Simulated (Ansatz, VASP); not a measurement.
# Zr2HS4: VASP beside Ansatz

```
CELL_PARAMETERS angstrom
7.29768 0.00000 0.00000
-3.64884 6.31997 0.00000
0.00000 0.00000 20.91715
ATOMIC_POSITIONS crystal
S 0.33333 0.16667 0.19123
S 0.33333 0.66667 0.19123
S 0.83333 0.16667 0.19123
S 0.83333 0.66667 0.19123
S 0.16667 0.33333 0.33069
S 0.16667 0.83333 0.33069
S 0.66667 0.33333 0.33069
S 0.66667 0.83333 0.33069
Zr 0.00000 0.00000 0.26096
Zr 0.00000 0.50000 0.26096
Zr 0.50000 0.00000 0.26096
Zr 0.50000 0.50000 0.26096
H 0.38031 0.76063 0.45499
H 0.45302 0.90604 0.45499
```

Alike in both runs: task single point; functional PBE; dispersion D3(BJ); k mesh 6 × 6 × 1; occupations gaussian, width 0.05 eV; no spin polarisation.

|  | VASP | Ansatz |
| --- | --- | --- |
| version | VASP 6.6.1 | Ansatz 0.2.0 |
| potentials or method | VASP PAW PBE potentials, release 64 (S, Zr_sv, H), cutoff 400 eV | scalar-relativistic, plane waves, PAW |
| valence electrons in the cell | 98 | 98 |

Ansatz gave:

| Item | Value |
| --- | --- |
| gap on the k mesh at the Fermi level (eV) | 1.10 |
| least direct gap on the mesh (eV) | 1.10 |
| rms of the force components (eV/Å) | 0.742 |

Task: What did VASP give for the same quantities?

Result: gap on the k mesh at the Fermi level (eV): 1.10; least direct gap on the mesh (eV): 1.10; rms of the force components (eV/Å): 0.733.
